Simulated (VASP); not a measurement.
# SiO2 (I-42d) in VASP: a series of runs, part 3 of 3

VASP 6.6.1.

### 5 Single point, PBE (atoms displaced along a vibrational mode)

Input file INCAR:

```
PREC     = Accurate       # precision mode
ENCUT    = 520            # plane-wave cutoff, eV
EDIFF    = 1E-6           # SCF threshold, eV
ISMEAR   = 0              # smearing method
SIGMA    = 0.05           # smearing width, eV
LREAL    = F              # projectors in reciprocal space
LASPH    = T              # aspherical terms in the spheres
NELM     = 60             # most SCF steps
ALGO     = Normal         # electronic algorithm
ISIF     = 2              # what is computed and relaxed
LWAVE    = F              # write WAVECAR
LCHARG   = F              # write CHGCAR
GGA      = PE             # functional
NBANDS   = 25             # bands
```

Input file KPOINTS:

```
Automatic mesh
0
Gamma
  6 6 6
```

Input file POSCAR:

```
SiO2
1.0
   -2.5133692696      2.5133692696      3.6893906705
    2.5133692696     -2.5133692696      3.6893906705
    2.5133692696      2.5133692696     -3.6893906705
Si O
2 4
Direct
    0.0000000000      0.0000000000      0.0000000000
    0.7500000000      0.2500000000      0.5000000000
    0.9520910491      0.6250000000      0.8270910491
    0.3750000000      0.2020910491      0.3270910491
    0.7979089509      0.1250000000      0.1729089509
    0.8750000000      0.0479089509      0.6729089509
```

Potentials or basis: VASP PAW PBE potentials, release 64 (Si, O).

Command:

```console
$ cat potpaw_PBE.64/Si/POTCAR potpaw_PBE.64/O/POTCAR > POTCAR
$ mpirun -np 1 vasp_std > vasp.out
```

OUTCAR:

```text
PREC = Accurate
   ENCUT = 520
   EDIFF = 1E-6
   ISMEAR = 0
   LREAL = F
   LASPH = T
   NELM = 60
   ISIF = 2
   GGA = PE

 ion  position               nearest neighbor table
   1  0.000  0.000  0.000-   3 1.61   4 1.61   5 1.61   6 1.61   2 3.12   2 3.12   2 3.12   2 3.12

   2  0.750  0.250  0.500-   3 1.61   4 1.61   6 1.61   5 1.61   1 3.12   1 3.12   1 3.12   1 3.12

   3  0.952  0.625  0.827-   1 1.61   2 1.61
   4  0.375  0.202  0.327-   1 1.61   2 1.61
   5  0.798  0.125  0.173-   1 1.61   2 1.61
   6  0.875  0.048  0.673-   2 1.61   1 1.61

  LATTYP: Found a body centered tetragonal cell.
 ALAT       =     5.0267385392
 C/A-ratio  =     1.4679063340

  Lattice vectors:

 A1 = (  -2.5133692696,   2.5133692696,   3.6893906705)
 A2 = (   2.5133692696,  -2.5133692696,   3.6893906705)
 A3 = (   2.5133692696,   2.5133692696,  -3.6893906705)

Analysis of symmetry for initial positions (statically):
=====================================================================
 Subroutine PRICEL returns:
 Original cell was already a primitive cell.

 Routine SETGRP: Setting up the symmetry group for a
 body centered tetragonal supercell.

 Subroutine GETGRP returns: Found  8 space group operations
 (whereof  4 operations were pure point group operations)
 out of a pool of 16 trial point group operations.

The static configuration has the point symmetry S_4 .
 The point group associated with its full space group is D_2d.

Analysis of symmetry for dynamics (positions and initial velocities):
=====================================================================
 Subroutine PRICEL returns:
 Original cell was already a primitive cell.

 Routine SETGRP: Setting up the symmetry group for a
 body centered tetragonal supercell.

 Subroutine GETGRP returns: Found  8 space group operations
 (whereof  4 operations were pure point group operations)
 out of a pool of 16 trial point group operations.
[... 132 lines left out ...]
  Fermi-wavevector in a.u.,A,eV,Ry     =   1.146258  2.166114 17.876798  1.313908
  Thomas-Fermi vector in A             =   2.282943
   LORBIT       =      0    0 simple, 1 ext, 2 COOP (PROOUT), +10 PAW based schemes
   GGA     = PE    functional components
   LHFCALC =     F    Hartree Fock is set to
   AEXX    =    0.0000 exact exchange contribution
   IVDW    =     0    specifies the selected vdW correction
   LEPSILON=     F    determine dielectric tensor
   LRPA    =     F    only Hartree local field effects (RPA)
 non-spin polarized calculation
 Gauss-broadening in eV      SIGMA  =   0.05
  energy-cutoff  :      520.00
  volume of cell :       93.22
 maximum number of plane-waves:      2531
 NGX is ok and might be reduce to    40
   NGX = 19   NGY = 19   NGZ = 19

 number of electron      31.9999992 magnetization

 Free energy of the ion-electron system (eV)
  ---------------------------------------------------
  ext. energy  EPLUGINS =         0.00000000
  ---------------------------------------------------
  free energy    TOTEN  =       -47.44040546 eV

  energy without entropy =      -47.44040546  energy(sigma->0) =      -47.44040546

 E-fermi :  -0.3447     XC(G=0):  -7.9432

 val. band max:       -0.5576412542   @ k =   0.0000   0.0000   0.0000
 cond. band min:       5.2358617856   @ k =   0.0000   0.0000   0.0000
 fundamental gap:      5.7935030398
 Fermi energy:        -0.3447216068

 k-point     1 :       0.0000    0.0000    0.0000
  band No.  band energies     occupation
      1     -19.8843      2.00000
      2     -17.8026      2.00000
      3     -17.8026      2.00000
      4     -17.7912      2.00000
      5     -10.1105      2.00000
      6      -6.2436      2.00000
[... 661 lines left out ...]
     24      12.2855      0.00000
     25      12.9120      0.00000

 [... further k-points ...]

------------------------ aborting loop because EDIFF is reached ----------------------------------------

  FORCE on cell =-STRESS in cart. coord.  units (eV):
  Direction    XX          YY          ZZ          XY          YZ          ZX
  --------------------------------------------------------------------------------------
  -------------------------------------------------------------------------------------
  Total        3.0636427      3.0636427      2.6870739      0.0000000      0.0000000      0.0000000
  in kB       52.6527985     52.6527985     46.1809593      0.0000000      0.0000000      0.0000000
  external PRESSURE =      50.4955188 kB  Pullay stress =       0.0000000 kB

 VOLUME and BASIS-vectors are now :
 -----------------------------------------------------------------------------
  energy-cutoff  :      520.00
  volume of cell :       93.22
      direct lattice vectors                 reciprocal lattice vectors
    -2.513369270  2.513369270  3.689390670     0.000000000  0.198936148  0.135523734
     2.513369270 -2.513369270  3.689390670     0.198936148  0.000000000  0.135523734
     2.513369270  2.513369270 -3.689390670     0.198936148  0.198936148  0.000000000

 POSITION                                       TOTAL-FORCE (eV/Angst)
 -----------------------------------------------------------------------------------
      0.00000      0.00000      0.00000        -0.000000      0.000000     -0.000000
      0.00000      2.51337      1.84470        -0.000000      0.000000      0.000000
      1.25668      2.90089      2.76704         0.000000      0.329436      0.000000
      0.38752      1.25668      0.92235         0.329436      0.000000      0.000000
     -1.25668      2.12585      2.76704         0.000000     -0.329436     -0.000000
     -0.38752      3.77005      0.92235        -0.329436      0.000000     -0.000000
 -----------------------------------------------------------------------------------
    total drift:                                0.000000      0.000000      0.000000

  FREE ENERGIE OF THE ION-ELECTRON SYSTEM (eV)
  ---------------------------------------------------
  free  energy   TOTEN  =       -47.4404054647 eV

  energy  without entropy=      -47.4404054647  energy(sigma->0) =      -47.44040546
```

Run time: 1.7 min. Hardware: 1 thread of Intel Xeon 8259CL, shared host; peak memory 0.25 GiB.

Results:

* Free energy: -47.4404 eV
* Pressure: 5.0 GPa
* Largest force: 0.329 eV/Å
* Band gap on the k mesh: 5.79 eV

Forces on the atoms (eV/Å):
```
Si   0.000  0.000  0.000
Si   0.000  0.000  0.000
O    0.000  0.329  0.000
O    0.329  0.000  0.000
O    0.000 -0.329  0.000
O   -0.329  0.000  0.000
```

Caveat: the cell differs from its parent crystal (atoms displaced along a vibrational mode); the cell stands under pressure. A k mesh can miss the band edges.

### 6 Single point, PBE (atoms displaced along a vibrational mode)

Input file INCAR:

```
ALGO = Normal
EDIFF = 1E-7
ENCUT = 520
GGA = PE
ISIF = 2
ISMEAR = 0
LASPH = T
LCHARG = F
LREAL = F
LWAVE = F
NBANDS = 25
NELM = 80
PREC = Accurate
SIGMA = 0.05
```

Input file KPOINTS:

```
k-points
0
Gamma
  6 6 6
```

Input file POSCAR:

```
SiO2
1.0
   -2.5133692696      2.5133692696      3.6893906705
    2.5133692696     -2.5133692696      3.6893906705
    2.5133692696      2.5133692696     -3.6893906705
Si O
2 4
Direct
    0.0000000000      0.0000000000      0.0000000000
    0.7500000000      0.2500000000      0.5000000000
    0.9073304159      0.6250000000      0.7823304159
    0.3750000000      0.1573304159      0.2823304159
    0.8426695841      0.1250000000      0.2176695841
    0.8750000000      0.0926695841      0.7176695841
```

Potentials or basis: VASP PAW PBE potentials, release 64 (Si, O).

Command:

```console
$ cat potpaw_PBE.64/Si/POTCAR potpaw_PBE.64/O/POTCAR > POTCAR
$ mpirun -np 1 vasp_std > vasp.out
```

Wall time 2 min (1 thread of Intel Xeon 8259CL, shared host); peak memory 0.25 GiB.

It converged, with:

- Free energy: -46.9803 eV
- Pressure: 16.5 GPa
- Largest force: 0.485 eV/Å
- Band gap on the k mesh: 5.68 eV

Forces in eV/Å, atoms in the order of the input:
```
Si   0.000  0.000  0.000
Si   0.000  0.000  0.000
O    0.000  0.485  0.000
O    0.485  0.000  0.000
O    0.000 -0.485  0.000
O   -0.485  0.000  0.000
```

Stress tensor (GPa, compression positive):
```
16.96  0.00  0.00
 0.00 16.96  0.00
 0.00  0.00 15.54
```

Levels at points of the mesh, in eV from the valence-band top:
```csv
k point,band 14,band 15,band 16,band 17,band 18,band 19
"(0.00, 0.00, 0.00)",-0.17,0.00,0.00,5.68,9.14,9.33
"(0.50, 0.00, 0.00)",-1.08,-1.05,-0.03,8.23,8.31,8.96
"(0.50, 0.50, 0.00)",-1.55,-0.75,-0.75,8.66,8.66,11.16
"(0.50, 0.50, 0.50)",-1.58,-0.60,-0.60,8.56,8.56,11.58
```

Caveat: the cell differs from its parent crystal (atoms displaced along a vibrational mode); the cell stands under pressure.

### 7 Summary

| cell | gap on the mesh (eV) | pressure (GPa) | largest force (eV/Å) |
| --- | --- | --- | --- |
| as given, atomic positions A | 4.71 | -19.4 | 2.26 |
| as given, atomic positions B | 5.75 | 13.5 | 0.57 |
| as given, atomic positions C | 5.39 | -10.1 | 1.01 |
| as given, atomic positions D | 5.79 | 5.0 | 0.33 |
| as given, atomic positions E | 5.68 | 16.5 | 0.49 |

Alike in all rows: task single point; level PBE; potentials or basis VASP PAW PBE potentials, release 64 (Si, O); no spin polarisation; k mesh 6 × 6 × 6; cutoff (eV) 520; smearing gaussian 0.05 eV.

Caveats: the cell stands under pressure (at least some runs); the cell stands under tension (at least some runs); forces of over 1 eV/Å act on the atoms, so gaps and moduli don't describe the material at rest (at least some runs).

Absolute energies hang on the potentials; compare differences alone.
